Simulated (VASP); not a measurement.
The system is K2S.

```
S K
1.0
     0.00000    3.70276    3.70276
     3.70276    0.00000    3.70276
     3.70276    3.70276    0.00000
S K
1 2
Cartesian
  0.0000 0.0000 0.0000
  1.8514 1.8514 1.8514
  5.5541 5.5541 5.5541
```

Base run:

```yaml
Program: VASP 6.6.1
Functional: PBE-based screened hybrid with 40 % exact exchange
Potentials_or_basis: VASP PAW PBE potentials, release 64 (S, K_sv)
Cutoff: 400 eV
k_mesh: 4 × 4 × 4
Occupations: gaussian, width 0.01 eV
Spin: no spin polarisation
```

Its results: band gap on the k mesh 3.07 eV (least direct gap 3.25 eV); pressure 0.1 GPa.

Task: The run is repeated on the same cell with these changes: functional from PBE-based screened hybrid with 40 % exact exchange to PBE; cutoff from 400 eV to 500 eV. What comes out?

Result: Band gap on the k mesh 2.38 eV (least direct gap 2.57 eV); pressure 0.5 GPa.

Caveats: the structure was generated, so it needn't be the stable form of K2S; the PAW data sets were made with another functional, which shifts forces and pressure a little (at least some runs).

A k mesh can miss the band edges.
